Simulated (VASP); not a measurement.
Crystal: HfB2.

```xyz
3
Lattice="3.2016 0.0000 0.0000 -1.6008 2.7727 0.0000 0.0000 0.0000 3.5483" Properties=species:S:1:pos:R:3 pbc="T T T"
Hf    0.0000    0.0000    0.0000
B     1.6008    0.9242    1.7741
B     0.0000    1.8484    1.7741
```

Base run:

- Program: VASP 6.6.1
- Functional: PBE
- Potentials or basis: VASP PAW PBE potentials, release 64 (Hf_pv, B)
- Cutoff: 520 eV
- k mesh: 10 × 10 × 8
- Occupations: fermi-dirac, width 0.05 eV
- Spin: no spin polarisation

Its results: band gap on the k mesh zero (band 8 reaches 7.77 eV, above the bottom of band 9 at 7.00 eV); pressure -12.4 GPa.

Task: The run is repeated on the same cell with these changes: functional from PBE to r2SCAN. What comes out?

Result: Band gap on the k mesh zero (band 8 reaches 7.86 eV, above the bottom of band 9 at 7.05 eV); pressure -14.6 GPa.

Caveats: spin-orbit coupling is left out, which moves the levels of the heavy elements; the PAW data sets were made with another functional, which shifts forces and pressure a little (some runs).
